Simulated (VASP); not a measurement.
Wanted: the native input for a VASP 6.6.1 run.

* Task: single point
* Functional: PBE
* Dispersion: D4
* Potentials or basis: VASP PAW PBE potentials, release 64 (Ca_sv, P, As)
* Cutoff: 500 eV
* k mesh: 1 × 1 × 1, shifted
* Occupations: gaussian, width 0.0680285 eV
* Spin: no spin polarisation
* Dipole correction: no
* Further INCAR settings: ALGO = Normal; EDIFF = 1e-06; NBANDS = 28

The structure of Ca3AsP lies in POSCAR:

```
Ca3AsP
1.0
    5.3338990000      0.0000000000      0.0000000000
    0.0000000000      5.3338990000      0.0000000000
    0.0000000000      0.0000000000      5.3338990000
Ca P As
3 1 1
Direct
    0.0000000000      0.5374960231      0.5000000000
    0.5000000000      0.0000000000      0.5000000000
    0.5000000000      0.5000000000      0.0000000000
    0.5000000000      0.5000000000      0.5000000000
    0.0000000000      0.0000000000      0.0000000000
```

These files were run (other wordings do the same):

INCAR

```
SYSTEM = Ca3AsP
PREC = Accurate
ENCUT = 500
EDIFF = 1E-6
ISMEAR = 0
SIGMA = 0.06802846561497
LREAL = .FALSE.
LASPH = .TRUE.
NELM = 120
ALGO = Normal
ISIF = 2
LWAVE = .FALSE.
LCHARG = .TRUE.
GGA = PE
IVDW = 13
LELF = .TRUE.
LVHAR = .TRUE.
NBANDS = 28
GGA_COMPAT = .FALSE.
```

KPOINTS

```
Automatic mesh
0
Gamma
  1 1 1
  0.95 0.69 0.66
```

Potentials or basis: VASP PAW PBE potentials, release 64 (Ca_sv, P, As).

Command:

```bash
$ cat potpaw_PBE.64/Ca_sv/POTCAR potpaw_PBE.64/P/POTCAR potpaw_PBE.64/As/POTCAR > POTCAR
$ mpirun -np 1 vasp_std > vasp.out
```

Results of the run:

| Item | Value |
| --- | --- |
| Pressure | -1.4 GPa |
| Largest force | 0.201 eV/Å |
| Band gap on the k mesh | 2.35 eV |
| Dispersion energy per atom | -0.167 eV |

Caveat: the k points lie up to 1.18 Å⁻¹ apart, too coarse for converged energies, forces and pressures; a shifted mesh leaves out Γ, where band edges can lie.

Wall time 25 s on 1 thread of Intel(R) Xeon(R) Platinum 8375C CPU @ 2.90GHz (Ice Lake), with other jobs on the host, peak memory 0.24 GiB.
